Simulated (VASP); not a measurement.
# Bi (I4/mcm) in VASP: single point with PBEsol

Aim: the single point of Bi with PBEsol.

Program: VASP 6.6.1. These are calculated values, not measurements. Logs are shortened: lines on timing, memory, paths and dates and some standing lists are left out, and cuts for length are marked.

## 1. The cell of the first run

The structure is tetragonal, space group I4/mcm (No. 140). The conventional cell has a = 8.899 Å, b = 8.899 Å, c = 4.131 Å, α = 90.00°, β = 90.00°, γ = 90.00°. Bi (site symmetry m2m) has 9 Bi at 3.31 to 4.13 Å within 4.4 Å.

## 2. Single point, PBEsol

Contents of INCAR:

```
PREC = Accurate
ENCUT = 520
EDIFF = 1E-6
ISMEAR = 0
SIGMA = 0.1
LREAL = F
LASPH = T
NELM = 60
ALGO = Fast
ISIF = 2
LWAVE = F
LCHARG = F
GGA = PS
NBANDS = 38
```

Contents of KPOINTS:

```
regular mesh
0
Gamma
  6 6 6
```

Contents of POSCAR:

```
Bi
1.0
   -4.4497480000      4.4497480000      2.0656320000
    4.4497480000     -4.4497480000      2.0656320000
    4.4497480000      4.4497480000     -2.0656320000
Bi
4
Direct
    0.8543445000      0.3543445000      0.2086890000
    0.1456555000      0.6456555000      0.7913110000
    0.3543445000      0.1456555000      0.5000000000
    0.6456555000      0.8543445000      0.5000000000
```

Potentials or basis: VASP PAW PBE potentials, release 64 (Bi_d).

Command:

```
$ cat potpaw_PBE.64/Bi_d/POTCAR > POTCAR
$ mpirun -np 1 vasp_std > vasp.out
```

OUTCAR:

```text
PREC = Accurate
   ENCUT = 520
   EDIFF = 1E-6
   ISMEAR = 0
   LREAL = F
   LASPH = T
   NELM = 60
   ISIF = 2
   GGA = PS

 ion  position               nearest neighbor table
   1  0.854  0.354  0.209-   4 3.31   3 3.31   4 3.31   3 3.31   2 3.34   2 3.34   2 3.67
   2  0.146  0.646  0.791-   3 3.31   4 3.31   3 3.31   4 3.31   1 3.34   1 3.34   1 3.67
   3  0.354  0.146  0.500-   2 3.31   1 3.31   2 3.31   1 3.31   4 3.34   4 3.34   4 3.67
   4  0.646  0.854  0.500-   2 3.31   1 3.31   2 3.31   1 3.31   3 3.34   3 3.34   3 3.67

  LATTYP: Found a body centered tetragonal cell.
 ALAT       =     8.8994960000
 C/A-ratio  =     0.4642132543

  Lattice vectors:

 A1 = (  -4.4497480000,   4.4497480000,   2.0656320000)
 A2 = (   4.4497480000,  -4.4497480000,   2.0656320000)
 A3 = (   4.4497480000,   4.4497480000,  -2.0656320000)

Analysis of symmetry for initial positions (statically):
=====================================================================
 Subroutine PRICEL returns:
 Original cell was already a primitive cell.

 Routine SETGRP: Setting up the symmetry group for a
 body centered tetragonal supercell.

 Subroutine GETGRP returns: Found 16 space group operations
 (whereof  8 operations were pure point group operations)
 out of a pool of 16 trial point group operations.

The static configuration has the point symmetry C_4h.
 The point group associated with its full space group is D_4h.

Analysis of symmetry for dynamics (positions and initial velocities):
=====================================================================
 Subroutine PRICEL returns:
 Original cell was already a primitive cell.

 Routine SETGRP: Setting up the symmetry group for a
 body centered tetragonal supercell.

 Subroutine GETGRP returns: Found 16 space group operations
 (whereof  8 operations were pure point group operations)
 out of a pool of 16 trial point group operations.

The dynamic configuration has the point symmetry C_4h.
 The point group associated with its full space group is D_4h.

 Subroutine INISYM returns: Found 16 space group operations
 (whereof  8 operations are pure point group operations),
 and found     1 'primitive' translations

----------------------------------------------------------------------------------------

                                     Primitive cell

  volume of cell :     163.6002

  direct lattice vectors                    reciprocal lattice vectors
    -4.449748000  4.449748000  2.065632000     0.000000000  0.112365914  0.242056668
     4.449748000 -4.449748000  2.065632000     0.112365914  0.000000000  0.242056668
     4.449748000  4.449748000 -2.065632000     0.112365914  0.112365914  0.000000000

  length of vectors
     6.623243170  6.623243170  6.623243170     0.266866126  0.266866126  0.158909399

  position of ions in fractional coordinates (direct lattice)
     0.854344500  0.354344500  0.208689000
     0.145655500  0.645655500  0.791311000
     0.354344500  0.145655500  0.500000000
     0.645655500  0.854344500  0.500000000

  ion indices of the primitive-cell ions
   primitive index   ion index
                 1           1
                 2           2
                 3           3
                 4           4

----------------------------------------------------------------------------------------

 KPOINTS: regular mesh

Automatic generation of k-mesh.
 Grid dimensions read from file:
 generate k-points for:    6    6    6

 Generating k-lattice:

  Cartesian coordinates                     Fractional coordinates (reciprocal lattice)
     0.000000000  0.018727652  0.040342778     0.166666667  0.000000000  0.000000000
     0.018727652  0.000000000  0.040342778     0.000000000  0.166666667  0.000000000
     0.018727652  0.018727652  0.000000000     0.000000000  0.000000000  0.166666667

  Length of vectors
     0.044477688  0.044477688  0.026484900

  Shift w.r.t. Gamma in fractional coordinates (k-lattice)
     0.000000000  0.000000000  0.000000000

 Subroutine IBZKPT returns following result:
 ===========================================

 Found     30 irreducible k-points:

 Following reciprocal coordinates:
            Coordinates               Weight
  0.000000  0.000000  0.000000      1.000000
  0.166667 -0.000000  0.000000      8.000000
  0.333333 -0.000000  0.000000      8.000000
  0.500000 -0.000000  0.000000      4.000000
  0.166667  0.166667  0.000000      8.000000
  0.333333  0.166667  0.000000     16.000000
[... 16 lines left out ...]
 -0.333333 -0.333333  0.166667      8.000000
 -0.166667 -0.333333  0.166667      8.000000
 [... further k-points ...]
   k-points           NKPTS =     30   k-points in BZ     NKDIM =     30   number of bands    NBANDS=     38
   number of dos      NEDOS =    301   number of ions     NIONS =      4
   total plane-waves  NPLWV = 125000
   dimension x,y,z NGX =    50 NGY =   50 NGZ =   50
   dimension x,y,z NGXF=   100 NGYF=  100 NGZF=  100
   ions per type =               4
   NGX,Y,Z   is equivalent  to a cutoff of  12.55, 12.55, 12.55 a.u.
   NGXF,Y,Z  is equivalent  to a cutoff of  25.10, 25.10, 25.10 a.u.
 SYSTEM =  unknown system
   PREC   = accura    normal or accurate (medium, high low for compatibility)
   ISTART =      0    job   : 0-new  1-cont  2-samecut
   ICHARG =      2    charge: 1-file 2-atom 10-const
   ISPIN  =      1    spin polarized calculation?
   LNONCOLLINEAR =      F non collinear calculations
   LSORBIT =      F    spin-orbit coupling
   LASPH  =      T    aspherical Exc in radial PAW
   ENCUT  =  520.0 eV  38.22 Ry    6.18 a.u.  12.31 12.31 12.31*2*pi/ulx,y,z
   NELM   =     60;   NELMIN=  2; NELMDL= -5     # of ELM steps
   EDIFF  = 0.1E-05   stopping-criterion for ELM
   LREAL  =      F    real-space projection
   EDIFFG = 0.1E-04   stopping-criterion for IOM
   NSW    =      0    number of steps for IOM
   IBRION =     -1    ionic relax: 0-MD 1-quasi-New 2-CG
   NFREE  =      0    steps in history (QN), initial steepest desc. (CG)
   ISIF   =      2    stress and relaxation
   ISYM   =      2    0-nonsym 1-usesym 2-fastsym
   POTIM  = 0.5000    time-step for ionic-motion
   TEBEG  =    0.0;   TEEND  =   0.0 temperature during run
   PSTRESS=    0.0 pullay stress
   NELECT =      60.0000    total number of electrons
   NUPDOWN=      -1.0000    fix difference up-down
   EMIN   =  10.00;   EMAX   =-10.00  energy-range for DOS
   EFERMI =   0.00;   METHOD = LEGACY
   ISMEAR =     0;   SIGMA  =   0.10  broadening in eV -4-tet -1-fermi 0-gaus
   EFERMI_NEDOS =   21; number of points for ismear=-14 and -15
   IALGO  =     68    algorithm
   IMIX   =      4    mixing-type and parameters
     AMIX     =   0.40;   BMIX     =  1.00
     AMIX_MAG =   1.60;   BMIX_MAG =  1.00
  volume/ion in A,a.u.               =      40.90       276.01
  Fermi-wavevector in a.u.,A,eV,Ry     =   1.171828  2.214434 18.683270  1.373182
  Thomas-Fermi vector in A             =   2.308266
   LORBIT       =      0    0 simple, 1 ext, 2 COOP (PROOUT), +10 PAW based schemes
   GGA     = PS    functional components
   LHFCALC =     F    Hartree Fock is set to
   AEXX    =    0.0000 exact exchange contribution
   IVDW    =     0    specifies the selected vdW correction
   LEPSILON=     F    determine dielectric tensor
   LRPA    =     F    only Hartree local field effects (RPA)
 non-spin polarized calculation
 RMM-DIIS sequential band-by-band and
 Gauss-broadening in eV      SIGMA  =   0.10
  energy-cutoff  :      520.00
  volume of cell :      163.60
 maximum number of plane-waves:      4459
 NGX is ok and might be reduce to    50
   NGX = 25   NGY = 25   NGZ = 25

 number of electron      60.0000024 magnetization

 Free energy of the ion-electron system (eV)
  ---------------------------------------------------
  ext. energy  EPLUGINS =         0.00000000
  ---------------------------------------------------
  free energy    TOTEN  =       -16.33529703 eV

  energy without entropy =      -16.32268121  energy(sigma->0) =      -16.32898912

 E-fermi :   4.8660     XC(G=0):  -8.7775

 val. band max:        4.8411135991   @ k =  -0.3333   0.3333   0.1667
 cond. band min:       4.9116078869   @ k =  -0.1667   0.3333   0.1667
 fundamental gap:      0.0704942878
 Fermi energy:         4.8660158693

 k-point     1 :       0.0000    0.0000    0.0000
  band No.  band energies     occupation
      1     -18.0526      2.00000
      2     -18.0526      2.00000
      3     -18.0245      2.00000
      4     -18.0069      2.00000
      5     -18.0069      2.00000
      6     -18.0048      2.00000
[... 30 lines left out ...]
     37       9.7770      0.00000
     38      10.9325      0.00000

 k-point     2 :       0.1667   -0.0000    0.0000
  band No.  band energies     occupation
      1     -18.0637      2.00000
      2     -18.0567      2.00000
      3     -18.0176      2.00000
      4     -18.0006      2.00000
      5     -17.9989      2.00000
      6     -17.9909      2.00000
[... 30 lines left out ...]
     37       8.7526      0.00000
     38      11.1162      0.00000

 k-point     3 :       0.3333   -0.0000    0.0000
  band No.  band energies     occupation
      1     -18.0569      2.00000
      2     -18.0534      2.00000
      3     -18.0257      2.00000
      4     -18.0033      2.00000
      5     -17.9892      2.00000
      6     -17.9716      2.00000
[... 30 lines left out ...]
     37       9.6880      0.00000
     38      11.3613      0.00000

 k-point     4 :       0.5000   -0.0000    0.0000
  band No.  band energies     occupation
      1     -18.0418      2.00000
      2     -18.0418      2.00000
      3     -18.0082      2.00000
      4     -18.0082      2.00000
      5     -17.9951      2.00000
      6     -17.9951      2.00000
[... 30 lines left out ...]
     37      10.1663      0.00000
     38      10.1663      0.00000
[... 703 lines left out ...]
      4     -18.0016      2.00000
      5     -17.9815      2.00000
      6     -17.9796      2.00000
[... 30 lines left out ...]
     37      10.0956      0.00000
     38      10.8339      0.00000

 k-point    23 :      -0.3333   -0.3333    0.1667
  band No.  band energies     occupation
      1     -18.0540      2.00000
      2     -18.0368      2.00000
      3     -18.0216      2.00000
      4     -17.9983      2.00000
      5     -17.9896      2.00000
      6     -17.9801      2.00000
[... 30 lines left out ...]
     37      10.3750      0.00000
     38      10.7462      0.00000

 k-point    24 :      -0.1667   -0.3333    0.1667
  band No.  band energies     occupation
      1     -18.0440      2.00000
      2     -18.0359      2.00000
      3     -18.0299      2.00000
      4     -18.0139      2.00000
      5     -17.9815      2.00000
      6     -17.9803      2.00000
[... 30 lines left out ...]
     37      10.3436      0.00000
     38      10.7992      0.00000

 [... further k-points ...]
[... 5 lines left out ...]
  --------------------------------------------------------------------------------------
  -------------------------------------------------------------------------------------
  Total       -1.7227579     -1.7227579     -2.2242900      0.0000000     -0.0000000      0.0000000
  in kB      -16.8713973    -16.8713973    -21.7830260      0.0000000     -0.0000000      0.0000000
  external PRESSURE =     -18.5086068 kB  Pullay stress =       0.0000000 kB

 VOLUME and BASIS-vectors are now :
 -----------------------------------------------------------------------------
  energy-cutoff  :      520.00
  volume of cell :      163.60
      direct lattice vectors                 reciprocal lattice vectors
    -4.449748000  4.449748000  2.065632000     0.000000000  0.112365914  0.242056668
     4.449748000 -4.449748000  2.065632000     0.112365914  0.000000000  0.242056668
     4.449748000  4.449748000 -2.065632000     0.112365914  0.112365914  0.000000000

 POSITION                                       TOTAL-FORCE (eV/Angst)
 -----------------------------------------------------------------------------------
     -1.29626      3.15349      2.06563         0.158066      0.158066      0.000000
      5.74601      1.29626     -0.00000        -0.158066     -0.158066     -0.000000
      1.29626      3.15349      0.00000        -0.158066      0.158066      0.000000
      3.15349      1.29626      2.06563         0.158066     -0.158066      0.000000
 -----------------------------------------------------------------------------------
    total drift:                               -0.000000      0.000000      0.000000

  FREE ENERGIE OF THE ION-ELECTRON SYSTEM (eV)
  ---------------------------------------------------
  free  energy   TOTEN  =       -16.3352970288 eV

  energy  without entropy=      -16.3226812090  energy(sigma->0) =      -16.32898912
```

It took 2 min on 1 thread of Intel Xeon 6975P-C (Granite Rapids), shared host; peak memory 0.4 GiB.

Results:

- Free energy: -16.3353 eV
- Pressure: -1.9 GPa
- Largest force: 0.224 eV/Å
- Band gap on the k mesh: zero (band 30 reaches 6.10 eV, above the bottom of band 31 at 4.31 eV)

Forces in eV/Å, atoms in the order of the input:
```
Bi   0.158  0.158  0.000
Bi  -0.158 -0.158  0.000
Bi  -0.158  0.158  0.000
Bi   0.158 -0.158  0.000
```

Caveat: the PAW data sets were made with another functional, which shifts forces and pressure a little; spin-orbit coupling is left out, which moves the levels of the heavy elements.
